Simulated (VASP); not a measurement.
HC16 (a cell with a defect), 17 atoms in the cell. The cell holds a defect, 17 atoms: a = 5.049 Å, b = 5.049 Å, c = 5.049 Å, α = 60.00°, β = 60.00°, γ = 60.00°. 

```yaml
Program: VASP 6.6.1
Task: single point
Functional: PBE
Potentials_or_basis: VASP PAW PBE potentials, release 64 (C, H)
Cutoff: 520 eV
k_mesh: 3 × 3 × 3
Occupations: gaussian, width 0.05 eV
Spin: no spin polarisation
Dipole_correction: no
Charge: 1
Further_INCAR_settings: LREAL = Auto; ALGO = Normal; EDIFF = 1e-06; NBANDS = 46; NELECT = 64.0
```

Potentials or basis: VASP PAW PBE potentials, release 64 (C, H).

Run with:

```bash
$ cat potpaw_PBE.64/C/POTCAR potpaw_PBE.64/H/POTCAR > POTCAR
$ mpirun -np 1 vasp_std > vasp.out
```

Hardware: 1 thread of Intel(R) Xeon(R) Platinum 8259CL CPU @ 2.50GHz (Skylake/Cascade Lake), on a shared host.

**Question.** Estimate the wall time of this run.

**Answer.** Wall time 99 s on 1 thread of Intel(R) Xeon(R) Platinum 8259CL CPU @ 2.50GHz (Skylake/Cascade Lake) (shared host), peak memory 0.24 GiB. Counts: scf iterations 14, k points 14.
